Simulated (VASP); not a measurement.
# WS2: single point with PBE

The system is WS2.

```
CELL_PARAMETERS angstrom
1.54653 0.89289 5.61732
-1.54653 0.89289 5.61732
0.00000 -1.78578 5.61732
ATOMIC_POSITIONS crystal
W 0.00059 0.00059 0.00059
S 0.42751 0.42751 0.42751
S 0.24061 0.24061 0.24061
```

- Program: VASP 6.6.1
- Task: single point
- Functional: PBE
- Potentials or basis: VASP PAW PBE potentials, release 64 (W_sv, S)
- Cutoff: 520 eV
- k mesh: 12 × 12 × 12
- Occupations: gaussian, width 0.02 eV
- Spin: no spin polarisation
- Dipole correction: no
- Further INCAR settings: ALGO = Normal; EDIFF = 1e-06; NBANDS = 20

```yaml
Pressure: 15.0 GPa
Largest_force: 0.006 eV/Å
Band_gap_on_the_k_mesh: 0.52 eV (least direct gap 1.82 eV)
```

Forces on the atoms (eV/Å):
```
W    0.000  0.000  0.002
S    0.000  0.000  0.004
S    0.000  0.000 -0.006
```

Levels at points of the mesh, in eV from the valence-band top:
| k point | band 11 | band 12 | band 13 | band 14 | band 15 | band 16 |
| --- | --- | --- | --- | --- | --- | --- |
| (0.00, 0.00, 0.00) | -2.65 | -1.94 | -1.01 | 1.79 | 1.79 | 2.35 |
| (0.50, 0.00, 0.00) | -2.93 | -2.24 | -1.94 | 2.26 | 2.27 | 3.15 |
| (0.50, 0.50, 0.00) | -3.96 | -2.60 | -2.01 | 2.15 | 2.46 | 3.06 |
| (0.50, 0.50, 0.50) | -2.52 | -2.52 | 0.00 | 1.82 | 1.82 | 2.17 |

Wall time 5.9 min on 1 thread of AMD EPYC 9R45 96-Core Processor (Zen 5), with other jobs on the host, peak memory 0.39 GiB.

Caveat: the cell stands under pressure; spin-orbit coupling is left out, which moves the levels of the heavy elements. A k mesh can miss the band edges.
